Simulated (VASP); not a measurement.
Here is a VASP 6.6.1 calculation.

The input INCAR:

```
SYSTEM = Si
PREC = Accurate ; ENCUT = 500
EDIFF = 1E-6 ; ISMEAR = -1
SIGMA = 0.1 ; LREAL = .FALSE.
LASPH = .TRUE. ; NELM = 120
ALGO = Normal ; ISIF = 2
LWAVE = .FALSE. ; LCHARG = .FALSE.
GGA = PE ; NBANDS = 11
GGA_COMPAT = .FALSE.
```

Contents of KPOINTS:

```
regular mesh
0
G
  8 8 8
  0 0 0
```

File POSCAR:

```
Si
1.0
   -2.3713723000      2.3713723000      1.3292653900
    2.3713723000     -2.3713723000      1.3292653900
    2.3713723000      2.3713723000     -1.3292653900
Si
2
Direct
    0.2499999981      0.7499999981      0.5000000000
    0.5000000000      0.5000000000      0.0000000000
```

Potentials or basis: VASP PAW PBE potentials, release 64 (Si).

Run with:

```bash
$ cat potpaw_PBE.64/Si/POTCAR > POTCAR
$ mpirun -np 1 vasp_std > vasp.out
```

(1) Predict the band gap on the k mesh.

(2) What does it give for the pressure?

Answers

(1) zero (bands 4 and 5 overlap by 5.31 eV).

(2) 3.4 GPa.

Caveat: the cell stands under pressure.
